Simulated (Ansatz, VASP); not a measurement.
Pb in VASP and in Ansatz

```
Pb
1.0
    -2.31003    2.31003    1.24794
     2.31003   -2.31003    1.24794
     2.31003    2.31003   -1.24794
Pb
2
Direct
  0.62500 0.87500 0.75000
  0.37500 0.12500 0.25000
```

Change from the starting cell: volume scaled by 0.4, norm-conserving files.

Alike in both runs: task single point; functional PBE; k mesh 14 × 14 × 14; occupations fermi-dirac, width 0.05 eV; no spin polarisation.

|  | VASP | Ansatz |
| --- | --- | --- |
| version | VASP 6.6.1 | Ansatz 0.2.0 |
| potentials or method | VASP PAW PBE potentials, release 64 (Pb_d) | norm-conserving pseudopotentials, scalar-relativistic |
| plane-wave cutoff (eV) | 520 | 850 |
| valence electrons in the cell | 28 | 28 |

```tsv
	VASP	Ansatz	Ansatz less VASP
pressure (GPa)	327.3	328.9	+1.60
traceless stress, the component that is largest in VASP (GPa)	-0.30	-0.50	-0.195
```

Both programs put the cell under a high pressure, so it lies far from rest at this level.

Spin-orbit coupling is off throughout. Noted on VASP's run: the cell as given lies far from equilibrium.
